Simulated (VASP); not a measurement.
Write the native input for VASP 6.6.1 that does the following.

| Quantity | Value |
| --- | --- |
| Task | single point |
| Functional | PBE0 |
| Potentials or basis | VASP PAW PBE potentials, release 64 (Sb) |
| Cutoff | 520 eV |
| k mesh | 6 × 6 × 6 |
| Occupations | fermi-dirac, width 0.05 eV |
| Spin | no spin polarisation |
| Dipole correction | no |
| Grid for exact exchange (PRECFOCK) | Normal |
| Further INCAR settings | ALGO = Normal; EDIFF = 1e-07; NBANDS = 8 |

Sb:

```xyz
1
Lattice="-1.8713 1.8713 1.8713 1.8713 -1.8713 1.8713 1.8713 1.8713 -1.8713" Properties=species:S:1:pos:R:3 pbc="T T T"
Sb    0.0000    0.0000    0.0000
```

These files were run (other wordings do the same):

POSCAR

```
Sb
1.0
   -1.8713408863      1.8713408863      1.8713408863
    1.8713408863     -1.8713408863      1.8713408863
    1.8713408863      1.8713408863     -1.8713408863
Sb
1
Direct
    0.0000000000      0.0000000000      0.0000000000
```

INCAR.step1

```
  PREC = Accurate
  ENCUT = 520
  EDIFF = 1E-5
  ISMEAR = -1
  SIGMA = 0.05
  LREAL = F
  LASPH = T
  NELM = 80
  ALGO = Normal
  ISIF = 2
  LWAVE = T
  GGA = PE
  NBANDS = 8
```

INCAR.step2

```
  PREC = Accurate
  ENCUT = 520
  EDIFF = 1E-7
  ISMEAR = -1
  SIGMA = 0.05
  LREAL = F
  LASPH = T
  NELM = 80
  ALGO = Normal
  ISIF = 2
  LWAVE = F
  LCHARG = T
  GGA = PE
  LHFCALC = T
  AEXX = 0.25
  PRECFOCK = Normal
  LELF = T
  LVHAR = T
  ISTART = 1
  NBANDS = 8
```

KPOINTS

```
regular mesh
0
Gamma
  6 6 6
```

Potentials or basis: VASP PAW PBE potentials, release 64 (Sb).

Launch:

```bash
$ cat potpaw_PBE.64/Sb/POTCAR > POTCAR
$ cp INCAR.step1 INCAR
$ mpirun -np 1 vasp_std > vasp.out
$ cp INCAR.step2 INCAR
$ mpirun -np 1 vasp_std > vasp.out
```

It gave:

```json
{
  "Pressure": "-0.3 GPa"
}
```

Caveat: the k points lie up to 0.40 Å⁻¹ apart; the PAW data sets were made with another functional, which shifts forces and pressure a little.

Run time: 3.7 min on 1 thread of Intel(R) Xeon(R) 6975P-C (Granite Rapids), with other jobs on the host, peak memory 0.16 GiB.
